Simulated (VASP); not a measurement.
Input of a VASP 6.6.1 run:

The input INCAR:

```
SYSTEM = SnO2
  ALGO = Normal
  EDIFF = 1E-6
  EDIFFG = -0.01
  ENCUT = 600
  GGA = PS
  IBRION = 2
  ISIF = 3
  ISMEAR = -1
  LASPH = .True.
  LCHARG = .False.
  LREAL = .False.
  LWAVE = .False.
  NELM = 80
  NSW = 60
  PREC = Accurate
  SIGMA = 0.05
```

KPOINTS

```
k-points
0
Gamma
  6 6 8
  0 0 0
```

Contents of POSCAR:

```
SnO2
1.0
    4.7380000000      0.0000000000      0.0000000000
    0.0000000000      4.7380000000      0.0000000000
    0.0000000000      0.0000000000      3.1865000000
Sn O
2 4
Direct
    0.5000000000      0.5000000000      0.5000000000
    0.0000000000      0.0000000000      0.0000000000
    0.8071000000      0.1929000000      0.5000000000
    0.6929000000      0.6929000000      0.0000000000
    0.1929000000      0.8071000000      0.5000000000
    0.3071000000      0.3071000000      0.0000000000
```

Potentials or basis: VASP PAW PBE potentials, release 64 (Sn_d, O).

Command:

```bash
$ cat potpaw_PBE.64/Sn_d/POTCAR potpaw_PBE.64/O/POTCAR > POTCAR
$ mpirun -np 1 vasp_std > vasp.out
```

Task: What does it give for the band gap on the k mesh?

Result: 0.89 eV.

Task: Estimate the relaxed cell.

Result: a = 4.771 Å, b = 4.771 Å, c = 3.217 Å, α = 90.00°, β = 90.00°, γ = 90.00°.

Task: What does it give for the space group after relaxing (to 0.1 Å)?

Result: P4_2/mnm (No. 136).

Task: Predict the relaxed volume.

Result: 12.20 Å³/atom.

The path:
```
step  energy change (eV)  largest force (eV/Å)  pressure (GPa)  volume (Å³)
   1              0.0000                0.2277            5.24        71.53
   2              0.0238                0.2178           -6.26        75.64
   3             -0.0302                0.0171           -0.05        73.24
   4             -0.0302                0.0211            0.10        73.21
   5             -0.0302                0.0080            0.05        73.21
```

Caveat: the PAW data sets were made with another functional, which shifts forces and pressure a little; spin-orbit coupling is left out, which moves the levels of the heavy elements. Zero-point motion and thermal expansion aren't in these numbers.
